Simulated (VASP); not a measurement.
A run of VASP 6.6.1:

File INCAR:

```
SYSTEM = Zn
PREC = Accurate ; ENCUT = 520
EDIFF = 1E-6 ; ISMEAR = 0
SIGMA = 0.05 ; LREAL = .False.
LASPH = .True. ; NELM = 60
ALGO = Normal ; ISIF = 2
LWAVE = .False. ; LCHARG = .False.
GGA = PE ; NBANDS = 19
```

The input KPOINTS:

```
regular mesh
0
Gamma
  18 18 8
  0 0 0
```

The input POSCAR:

```
Zn
1.0
    2.6325115351      0.0000000000      0.0000000000
   -1.3162557675      2.2798218651      0.0000000000
    0.0000000000      0.0000000000      5.1120046301
Zn
2
Direct
    0.3333333333      0.6666666667      0.7500000000
    0.6666666667      0.3333333333      0.2500000000
```

Potentials or basis: VASP PAW PBE potentials, release 64 (Zn).

Launch:

```sh
$ cat potpaw_PBE.64/Zn/POTCAR > POTCAR
$ mpirun -np 1 vasp_std > vasp.out
```

Hardware: 1 thread of Intel(R) Xeon(R) Platinum 8259CL CPU @ 2.50GHz (Skylake/Cascade Lake), with other jobs on the host.

Estimate the wall time of this run.

Wall time 63 s on 1 thread of Intel(R) Xeon(R) Platinum 8259CL CPU @ 2.50GHz (Skylake/Cascade Lake) (shared host), peak memory 0.21 GiB. Counts: scf iterations 11, k points 185.
